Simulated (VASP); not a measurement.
A run of VASP 6.6.1 is set up as follows.

INCAR

```
SYSTEM = Os
  PREC = Accurate
  ENCUT = 600
  EDIFF = 1E-6
  ISMEAR = -1
  SIGMA = 0.15
  LREAL = .FALSE.
  LASPH = .TRUE.
  NELM = 60
  ALGO = Fast
  ISIF = 3
  LWAVE = .FALSE.
  LCHARG = .FALSE.
  GGA = PS
  IBRION = 2
  NSW = 80
  EDIFFG = -0.001
```

File KPOINTS:

```
Automatic mesh
0
G
  18 18 10
  0 0 0
```

The input POSCAR:

```
Os
1.0
    2.7272132493      0.0000000000      0.0000000000
   -1.3636066246      2.3618359554      0.0000000000
    0.0000000000      0.0000000000      4.3132446887
Os
2
Direct
    0.3333333333      0.6666666667      0.2500000000
    0.6666666667      0.3333333333      0.7500000000
```

Potentials or basis: VASP PAW PBE potentials, release 64 (Os).

Run with:

```bash
$ cat potpaw_PBE.64/Os/POTCAR > POTCAR
$ mpirun -np 1 vasp_std > vasp.out
```

Task: Estimate the relaxed volume.

Result: 13.92 Å³/atom.

Task: What does it give for the space group after relaxing (to 0.1 Å)?

Result: P6_3/mmc (No. 194).

Final structure:
```
CELL_PARAMETERS angstrom
2.73035 0.00000 0.00000
-1.36518 2.36456 0.00000
0.00000 0.00000 4.31292
ATOMIC_POSITIONS crystal
Os 0.33333 0.66667 0.25000
Os 0.66667 0.33333 0.75000
```

Caveat: the PAW data sets were made with another functional, which shifts forces and pressure a little.
